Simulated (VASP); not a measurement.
GaB2As3:

```xyz
6
Lattice="-1.7798 1.7798 7.7810 1.7798 -1.7798 7.7810 1.7798 1.7798 -7.7810" Properties=species:S:1:pos:R:3 pbc="T T T"
B     0.0000    0.0000   12.8420
B     0.0000    0.0000    2.7200
As    1.7798    0.0000    3.8905
As    0.0000    1.7798    1.5641
As    0.0000    1.7798    6.2169
Ga    0.0000    0.0000    7.7810
```

Base run:

- Program: VASP 6.6.1
- Functional: PBE
- Potentials or basis: VASP PAW PBE potentials, release 64 (B, As, Ga_d)
- Cutoff: 520 eV
- k mesh: 10 × 10 × 10
- Occupations: fermi-dirac, width 0.02 eV
- Spin: no spin polarisation

Its results: band gap on the k mesh 0.51 eV (least direct gap 0.52 eV); pressure 2.8 GPa; largest force 0.208 eV/Å.

Task: The run is repeated on the same cell with these changes: functional from PBE to r2SCAN; further incar settings from ALGO = Normal; EDIFF = 1e-06; NBANDS = 26 to ALGO = Normal; EDIFF = 1e-07; NBANDS = 26. What comes out?

Result: Band gap on the k mesh 0.75 eV (least direct gap 0.76 eV); pressure 0.2 GPa; largest force 0.003 eV/Å.

Caveats: the PAW data sets were made with another functional, which shifts forces and pressure a little (at least some runs).

A k mesh can miss the band edges.
